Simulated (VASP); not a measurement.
Wanted: the native input for a VASP 6.6.1 run.

```yaml
Task: single point
Functional: PBE
Potentials_or_basis: VASP PAW PBE potentials, release 64 (Ga_d, P, As)
Cutoff: 520 eV
k_mesh: 4 × 4 × 4
Occupations: gaussian, width 0.1 eV
Spin: no spin polarisation
Dipole_correction: no
Further_INCAR_settings: ALGO = Normal; EDIFF = 1e-06; NBANDS = 46
```

The structure of Ga4AsP3 lies in POSCAR:

```
Ga4AsP3
1.0
    5.5616976578      0.0001301075      0.0004236591
    0.0000673221      5.5647944007      0.0002196666
    0.0003846763      0.0002010184      5.5658591727
Ga P As
4 3 1
Direct
    0.7542069743      0.7543357059      0.2455033630
    0.7545665269      0.2456312110      0.7545397241
    0.2457491693      0.7544579978      0.7542674436
    0.2454636241      0.2455770519      0.2457320941
    0.4999986501      0.0001250542      0.0000201353
    0.0001507540      0.5001645388     -0.0000050106
   -0.0001705620     -0.0001279312      0.4999469948
    0.5000348633      0.4998363715      0.4999952556
```

The input as run:

INCAR

```
SYSTEM = Ga4AsP3
ALGO = Normal ; EDIFF = 1E-6
ENCUT = 520 ; GGA = PE
ISIF = 2 ; ISMEAR = 0
LASPH = .True. ; LCHARG = .True.
LELF = .True. ; LREAL = .False.
LVHAR = .True. ; LWAVE = .False.
NBANDS = 46 ; NELM = 60
PREC = Accurate ; SIGMA = 0.1
```

KPOINTS

```
k-points
0
Gamma
  4 4 4
  0 0 0
```

Potentials or basis: VASP PAW PBE potentials, release 64 (Ga_d, P, As).

Launch:

```console
$ cat potpaw_PBE.64/Ga_d/POTCAR potpaw_PBE.64/P/POTCAR potpaw_PBE.64/As/POTCAR > POTCAR
$ mpirun -np 1 vasp_std > vasp.out
```

It gave:

```yaml
Pressure: 0.0 GPa
Largest_force: 0.019 eV/Å
Band_gap_on_the_k_mesh: 1.16 eV, direct
```

Wall time 8.1 min on 1 thread of Oxide Virtual Turin-like Processor, with other jobs on the host, peak memory 0.36 GiB.
